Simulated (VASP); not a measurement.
# HfN: single point with PBE

Crystal: HfN.

```xyz
2
Lattice="3.1430 0.0000 0.0000 -1.5715 2.7219 0.0000 0.0000 0.0000 2.9453" Properties=species:S:1:pos:R:3 pbc="T T T"
Hf    0.0000    0.0000    0.0000
N     1.5715    0.9073    1.4726
```

This cell differs from its parent crystal: volume scaled by 1.040.

```yaml
Program: VASP 6.6.1
Task: single point
Functional: PBE
Potentials_or_basis: VASP PAW PBE potentials, release 64 (Hf_pv, N)
Cutoff: 600 eV
k_mesh: 14 × 14 × 12
Occupations: gaussian, width 0.05 eV
Spin: no spin polarisation
```

```yaml
Pressure: -10.4 GPa
```

Stress tensor (GPa, compression positive):
```
-10.26   0.00   0.00
  0.00 -10.26   0.00
  0.00   0.00 -10.72
```

Levels at points of the mesh, in eV from the Fermi level:
```tsv
k point	band 4	band 5	band 6	band 7	band 8	band 9	band 10	band 11
(0.00, 0.00, 0.00)	-15.86	-3.30	-3.30	-2.14	-1.59	1.77	4.63	4.63
(0.50, 0.00, 0.00)	-14.11	-6.49	-3.16	-2.20	-1.63	4.58	4.83	6.12
(0.00, 0.00, 0.50)	-13.66	-7.50	-2.55	-2.55	1.50	1.50	3.71	4.24
(0.50, 0.00, 0.50)	-14.18	-5.57	-4.56	-4.12	0.64	4.72	6.27	7.53
```

Wall time 46 s on 1 thread of Intel(R) Xeon(R) Platinum 8488C (Sapphire Rapids) (shared host), peak memory 0.2 GiB.

Caveat: spin-orbit coupling is left out, which moves the levels of the heavy elements.
